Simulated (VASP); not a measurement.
The system is SiC (Moissanite).

```
Si C
1.0
     3.11648    0.00000    0.00000
    -1.55824    2.69895    0.00000
     0.00000    0.00000    5.11443
Si C
2 2
Direct
  0.66667 0.33333 0.50000
  0.33333 0.66667 0.00000
  0.66667 0.33333 0.88500
  0.33333 0.66667 0.38500
```

Base run:

* Program: VASP 6.6.1
* Functional: r2SCAN
* Dispersion: D3(BJ)
* Potentials or basis: VASP PAW PBE potentials, release 64 (Si, C)
* Cutoff: 520 eV
* k mesh: 10 × 10 × 5
* Occupations: fermi-dirac, width 0.05 eV
* Spin: no spin polarisation

Its results: band gap on the k mesh 2.91 eV, indirect (least direct gap 4.49 eV); pressure -10.3 GPa; largest force 0.711 eV/Å.

Q: After a change of settings the same cell gave: band gap on the k mesh 2.77 eV, indirect (least direct gap 4.25 eV); pressure -8.8 GPa; largest force 0.707 eV/Å. Which change was it?
A. functional from r2SCAN to BLYP; dispersion from D3(BJ) to none
B. functional from r2SCAN to BLYP
C. functional from r2SCAN to PBE; dispersion from D3(BJ) to D4
D. functional from r2SCAN to PBEsol; dispersion from D3(BJ) to D4

A: B.

r2SCAN gives the wider gap, since meta-GGAs in the generalised Kohn-Sham scheme recover part of the derivative discontinuity.

Caveats: the PAW data sets were made with another functional, which shifts forces and pressure a little.
